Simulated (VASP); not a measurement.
# Si (Fd-3m) in VASP: relaxation of cell and atoms with PBEsol

Aim: the relaxation of cell and atoms of Si with PBEsol.

All numbers are computed with VASP 6.6.1; they aren't measurements. Logs are shortened: lines on timing, memory, paths and dates and some standing lists are left out, and cuts for length are marked.

## Step 1: The cell of the first run

It takes space group Fd-3m (No. 227, cubic). Conventional cell: a = 5.434 Å, b = 5.434 Å, c = 5.434 Å, α = 90.00°, β = 90.00°, γ = 90.00°. Within 3.1 Å of Si (site symmetry -43m) lie 4 Si at 2.35 Å.

## Step 2: Relaxation of cell and atoms, PBEsol

Contents of INCAR:

```
SYSTEM = Si
PREC = Accurate ; ENCUT = 600
EDIFF = 1E-7 ; ISMEAR = 0
SIGMA = 0.02 ; LREAL = .False.
LASPH = .True. ; NELM = 60
ALGO = Normal ; ISIF = 3
LWAVE = .False. ; LCHARG = .False.
GGA = PS ; IBRION = 2
NSW = 100 ; EDIFFG = -0.005
```

Contents of KPOINTS:

```
Automatic mesh
0
Gamma
  12 12 12
  0 0 0
```

Contents of POSCAR:

```
Si
1.0
    0.0000000000      2.7169171383      2.7169171383
    2.7169171383      0.0000000000      2.7169171383
    2.7169171383      2.7169171383      0.0000000000
Si
2
Direct
    0.7500000000      0.7500000000      0.7500000000
    0.5000000000      0.5000000000      0.5000000000
```

Potentials or basis: VASP PAW PBE potentials, release 64 (Si).

Launch:

```sh
> cat potpaw_PBE.64/Si/POTCAR > POTCAR
> mpirun -np 1 vasp_std > vasp.out
```

OUTCAR:

```text
SYSTEM = Si
   PREC = Accurate
   ENCUT = 600
   EDIFF = 1E-7
   ISMEAR = 0
   LREAL = .False.
   LASPH = .True.
   NELM = 60
   ISIF = 3
   GGA = PS
   IBRION = 2
   NSW = 100
   EDIFFG = -0.005

 ion  position               nearest neighbor table
   1  0.750  0.750  0.750-   2 2.35   2 2.35   2 2.35   2 2.35
   2  0.500  0.500  0.500-   1 2.35   1 2.35   1 2.35   1 2.35

  LATTYP: Found a face centered cubic cell.
 ALAT       =     5.4338342766

  Lattice vectors:

 A1 = (   0.0000000000,   2.7169171383,   2.7169171383)
 A2 = (   2.7169171383,   0.0000000000,   2.7169171383)
 A3 = (   2.7169171383,   2.7169171383,   0.0000000000)

Analysis of symmetry for initial positions (statically):
=====================================================================
 Subroutine PRICEL returns:
 Original cell was already a primitive cell.

 Routine SETGRP: Setting up the symmetry group for a
 face centered cubic supercell.

 Subroutine GETGRP returns: Found 48 space group operations
 (whereof 24 operations were pure point group operations)
 out of a pool of 48 trial point group operations.

The static configuration has the point symmetry T_d .
 The point group associated with its full space group is O_h .

Analysis of symmetry for dynamics (positions and initial velocities):
=====================================================================
 Subroutine PRICEL returns:
 Original cell was already a primitive cell.

 Routine SETGRP: Setting up the symmetry group for a
 face centered cubic supercell.

 Subroutine GETGRP returns: Found 48 space group operations
 (whereof 24 operations were pure point group operations)
 out of a pool of 48 trial point group operations.

The dynamic configuration has the point symmetry T_d .
 The point group associated with its full space group is O_h .

 Subroutine INISYM returns: Found 48 space group operations
 (whereof 24 operations are pure point group operations),
 and found     1 'primitive' translations

----------------------------------------------------------------------------------------

                                     Primitive cell

  volume of cell :      40.1106

  direct lattice vectors                    reciprocal lattice vectors
     0.000000000  2.716917138  2.716917138    -0.184032112  0.184032112  0.184032112
     2.716917138  0.000000000  2.716917138     0.184032112 -0.184032112  0.184032112
     2.716917138  2.716917138  0.000000000     0.184032112  0.184032112 -0.184032112

  length of vectors
     3.842301065  3.842301065  3.842301065     0.318752969  0.318752969  0.318752969

  position of ions in fractional coordinates (direct lattice)
     0.750000000  0.750000000  0.750000000
     0.500000000  0.500000000  0.500000000

  ion indices of the primitive-cell ions
   primitive index   ion index
                 1           1
                 2           2

----------------------------------------------------------------------------------------

 KPOINTS: Automatic mesh

Automatic generation of k-mesh.
 Grid dimensions read from file:
 generate k-points for:   12   12   12

 Generating k-lattice:

  Cartesian coordinates                     Fractional coordinates (reciprocal lattice)
    -0.015336009  0.015336009  0.015336009     0.083333333  0.000000000  0.000000000
     0.015336009 -0.015336009  0.015336009     0.000000000  0.083333333  0.000000000
     0.015336009  0.015336009 -0.015336009     0.000000000  0.000000000  0.083333333

  Length of vectors
     0.026562747  0.026562747  0.026562747

  Shift w.r.t. Gamma in fractional coordinates (k-lattice)
     0.000000000  0.000000000  0.000000000

 Subroutine IBZKPT returns following result:
 ===========================================

 Found     72 irreducible k-points:

 Following reciprocal coordinates:
            Coordinates               Weight
  0.000000  0.000000  0.000000      1.000000
  0.083333  0.000000  0.000000      8.000000
  0.166667  0.000000  0.000000      8.000000
  0.250000  0.000000  0.000000      8.000000
  0.333333  0.000000  0.000000      8.000000
  0.416667  0.000000  0.000000      8.000000
[... 16 lines left out ...]
  0.500000  0.166667  0.000000     24.000000
 -0.416667  0.166667  0.000000     24.000000
 [... further k-points ...]
   k-points           NKPTS =     72   k-points in BZ     NKDIM =     72   number of bands    NBANDS=      8
   number of dos      NEDOS =    301   number of ions     NIONS =      2
   total plane-waves  NPLWV =  32768
   dimension x,y,z NGX =    32 NGY =   32 NGZ =   32
   dimension x,y,z NGXF=    64 NGYF=   64 NGZF=   64
   ions per type =               2
   NGX,Y,Z   is equivalent  to a cutoff of  13.85, 13.85, 13.85 a.u.
   NGXF,Y,Z  is equivalent  to a cutoff of  27.69, 27.69, 27.69 a.u.
 SYSTEM =  Si
   PREC   = accura    normal or accurate (medium, high low for compatibility)
   ISTART =      0    job   : 0-new  1-cont  2-samecut
   ICHARG =      2    charge: 1-file 2-atom 10-const
   ISPIN  =      1    spin polarized calculation?
   LNONCOLLINEAR =      F non collinear calculations
   LSORBIT =      F    spin-orbit coupling
   LASPH  =      T    aspherical Exc in radial PAW
   ENCUT  =  600.0 eV  44.10 Ry    6.64 a.u.   7.67  7.67  7.67*2*pi/ulx,y,z
   NELM   =     60;   NELMIN=  2; NELMDL= -5     # of ELM steps
   EDIFF  = 0.1E-06   stopping-criterion for ELM
   LREAL  =      F    real-space projection
   EDIFFG = -.5E-02   stopping-criterion for IOM
   NSW    =    100    number of steps for IOM
   IBRION =      2    ionic relax: 0-MD 1-quasi-New 2-CG
   NFREE  =      1    steps in history (QN), initial steepest desc. (CG)
   ISIF   =      3    stress and relaxation
   ISYM   =      2    0-nonsym 1-usesym 2-fastsym
   POTIM  = 0.5000    time-step for ionic-motion
   TEBEG  =    0.0;   TEEND  =   0.0 temperature during run
   PSTRESS=    0.0 pullay stress
   NELECT =       8.0000    total number of electrons
   NUPDOWN=      -1.0000    fix difference up-down
   EMIN   =  10.00;   EMAX   =-10.00  energy-range for DOS
   EFERMI =   0.00;   METHOD = LEGACY
   ISMEAR =     0;   SIGMA  =   0.02  broadening in eV -4-tet -1-fermi 0-gaus
   EFERMI_NEDOS =   21; number of points for ismear=-14 and -15
   IALGO  =     38    algorithm
   IMIX   =      4    mixing-type and parameters
     AMIX     =   0.40;   BMIX     =  1.00
     AMIX_MAG =   1.60;   BMIX_MAG =  1.00
  volume/ion in A,a.u.               =      20.06       135.34
  Fermi-wavevector in a.u.,A,eV,Ry     =   0.956500  1.807523 12.447872  0.914893
  Thomas-Fermi vector in A             =   2.085434
   LORBIT       =      0    0 simple, 1 ext, 2 COOP (PROOUT), +10 PAW based schemes
   GGA     = PS    functional components
   LHFCALC =     F    Hartree Fock is set to
   AEXX    =    0.0000 exact exchange contribution
   IVDW    =     0    specifies the selected vdW correction
   LEPSILON=     F    determine dielectric tensor
   LRPA    =     F    only Hartree local field effects (RPA)
 conjugate gradient relaxation of ions
 non-spin polarized calculation
 Gauss-broadening in eV      SIGMA  =   0.02
  energy-cutoff  :      600.00
  volume of cell :       40.11
 maximum number of plane-waves:      1363
   NGX = 15   NGY = 15   NGZ = 15

--------------------------------------- Ionic step        1  -------------------------------------------

 number of electron       7.9999999 magnetization

 Free energy of the ion-electron system (eV)
  ---------------------------------------------------
  ext. energy  EPLUGINS =         0.00000000
  ---------------------------------------------------
  free energy    TOTEN  =       -11.49319910 eV

  energy without entropy =      -11.49319910  energy(sigma->0) =      -11.49319910

------------------------ aborting loop because EDIFF is reached ----------------------------------------

  FORCE on cell =-STRESS in cart. coord.  units (eV):
  Direction    XX          YY          ZZ          XY          YZ          ZX
  --------------------------------------------------------------------------------------
  -------------------------------------------------------------------------------------
  Total        0.0252728      0.0252728      0.0252728     -0.0000000      0.0000000     -0.0000000
  in kB        1.0094972      1.0094972      1.0094972     -0.0000000      0.0000000     -0.0000000
  external PRESSURE =       1.0094972 kB  Pullay stress =       0.0000000 kB
[... 57 lines left out ...]
  energy  without entropy=      -11.4932048534  energy(sigma->0) =      -11.49320485

--------------------------------------- Ionic step        3  -------------------------------------------

 number of electron       7.9999999 magnetization

 Free energy of the ion-electron system (eV)
  ---------------------------------------------------
  ext. energy  EPLUGINS =         0.00000000
  ---------------------------------------------------
  free energy    TOTEN  =       -11.49321169 eV

  energy without entropy =      -11.49321169  energy(sigma->0) =      -11.49321169

 E-fermi :   5.8510     XC(G=0):  -9.5430

 val. band max:        5.7618602113   @ k =   0.0000   0.0000   0.0000
 cond. band min:       6.2233922239   @ k =   0.4167   0.4167   0.0000
 fundamental gap:      0.4615320126
 Fermi energy:         5.8509852638

 k-point     1 :       0.0000    0.0000    0.0000
  band No.  band energies     occupation
      1      -6.2093      2.00000
      2       5.7619      2.00000
      3       5.7619      2.00000
      4       5.7619      2.00000
      5       8.2782      0.00000
      6       8.2782      0.00000
      7       8.2782      0.00000
      8       9.0547      0.00000
[... 243 lines left out ...]
 k-point    24 :      -0.4167    0.1667    0.0000
  band No.  band energies     occupation
      1      -3.5933      2.00000
      2      -1.0284      2.00000
      3       2.7436      2.00000
      4       4.1623      2.00000
      5       7.8609      0.00000
      6       9.7536      0.00000
      7      10.0966      0.00000
      8      13.6450      0.00000

 [... further k-points ...]

------------------------ aborting loop because EDIFF is reached ----------------------------------------

  FORCE on cell =-STRESS in cart. coord.  units (eV):
  Direction    XX          YY          ZZ          XY          YZ          ZX
  --------------------------------------------------------------------------------------
  -------------------------------------------------------------------------------------
  Total        0.0009663      0.0009663      0.0009663      0.0000000      0.0000000     -0.0000000
  in kB        0.0385590      0.0385590      0.0385590      0.0000000      0.0000000     -0.0000000
  external PRESSURE =       0.0385590 kB  Pullay stress =       0.0000000 kB
[... 17 lines left out ...]
  FREE ENERGIE OF THE ION-ELECTRON SYSTEM (eV)
  ---------------------------------------------------
  free  energy   TOTEN  =       -11.4932116917 eV

  energy  without entropy=      -11.4932116917  energy(sigma->0) =      -11.49321169

 reached required accuracy - stopping structural energy minimisation
```

Run time: 18 s. Hardware: 1 thread of Intel Xeon Platinum 8559C (Emerald Rapids), shared host; peak memory 0.17 GiB.

What came out:

| Item | Value |
| --- | --- |
| Free energy | -11.4932 eV |
| Relaxed volume | 20.08 Å³/atom |
| Relaxed cell | a = 3.844 Å, b = 3.844 Å, c = 3.844 Å, α = 60.00°, β = 60.00°, γ = 60.00° |
| Space group after relaxing (to 0.1 Å) | Fd-3m (No. 227) |
| Energy gained by relaxing | 0.0 meV/atom |
| Ionic steps | 3 |
| Pressure after relaxing | 0.0 GPa |
| Band gap on the k mesh | 0.46 eV (least direct gap 2.52 eV) |

Final structure:
```
Si
1.0
     0.00000    2.71785    2.71785
     2.71785    0.00000    2.71785
     2.71785    2.71785    0.00000
Si
2
Direct
  0.75000 0.75000 0.75000
  0.50000 0.50000 0.50000
```

Caveat: the PAW data sets were made with another functional, which shifts forces and pressure a little.
